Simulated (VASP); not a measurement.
A run of VASP 6.6.1 is set up as follows.

File INCAR:

```
SYSTEM = Sc3S
ALGO = Normal ; EDIFF = 1E-6
ENCUT = 520 ; GGA = PE
ISIF = 2 ; ISMEAR = 0
LASPH = .True. ; LCHARG = .True.
LELF = .True. ; LREAL = .False.
LVHAR = .True. ; LWAVE = .False.
NBANDS = 28 ; NELM = 100
PREC = Accurate ; SIGMA = 0.1
```

Contents of KPOINTS:

```
k-points
0
Gamma
  18 18 6
  0 0 0
```

POSCAR

```
Sc3S
1.0
    3.4851777934      0.0000000000      0.0000000000
   -1.7425888967      3.0182525058      0.0000000000
    0.0000000000      0.0000000000      8.3811621000
Sc S
3 1
Direct
    0.3333333333      0.6666666667      0.8159790000
    0.6666666667      0.3333333333      0.1840210000
    0.0000000000      0.0000000000      0.5000000000
    0.0000000000      0.0000000000      0.0000000000
```

Potentials or basis: VASP PAW PBE potentials, release 64 (Sc_sv, S).

Run with:

```console
$ cat potpaw_PBE.64/Sc_sv/POTCAR potpaw_PBE.64/S/POTCAR > POTCAR
$ mpirun -np 1 vasp_std > vasp.out
```

(1) Predict the pressure.

(2) What does it give for the largest force?

Answers

(1) 0.2 GPa.

(2) 0.034 eV/Å.
